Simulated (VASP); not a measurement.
# GaN: single point with PBE

GaN:

```
Ga N
1.0
     0.00000    2.27424    2.27424
     2.27424    0.00000    2.27424
     2.27424    2.27424    0.00000
Ga N
1 1
Direct
  0.00000 0.00000 0.00000
  0.75000 0.75000 0.75000
```

```
Program                : VASP 6.6.1
Task                   : single point
Functional             : PBE
Potentials or basis    : VASP PAW PBE potentials, release 64 (Ga_d, N)
Cutoff                 : 520 eV
k mesh                 : 10 × 10 × 10
Occupations            : gaussian, width 0.02 eV
Spin                   : no spin polarisation
Dipole correction      : no
Further INCAR settings : ALGO = Normal; EDIFF = 1e-06; NBANDS = 16
```

```yaml
Pressure: 0.1 GPa
Band_gap_on_the_k_mesh: 1.55 eV, direct
```

Levels at points of the mesh, in eV from the valence-band top:
```csv
k point,band 5,band 6,band 7,band 8,band 9,band 10,band 11,band 12,band 13,band 14
"(0.00, 0.00, 0.00)",-13.13,-13.13,0.00,0.00,0.00,1.55,10.13,10.13,10.13,17.23
"(0.50, 0.00, 0.00)",-13.09,-11.88,-6.86,-0.93,-0.93,4.45,8.59,10.22,10.22,15.40
"(0.50, 0.50, 0.00)",-13.06,-11.45,-6.01,-2.61,-2.61,3.34,6.50,11.52,13.67,13.67
```

Wall time 6.1 s on 1 thread of Intel(R) Xeon(R) 6975P-C (Granite Rapids), on a shared host, peak memory 0.14 GiB.
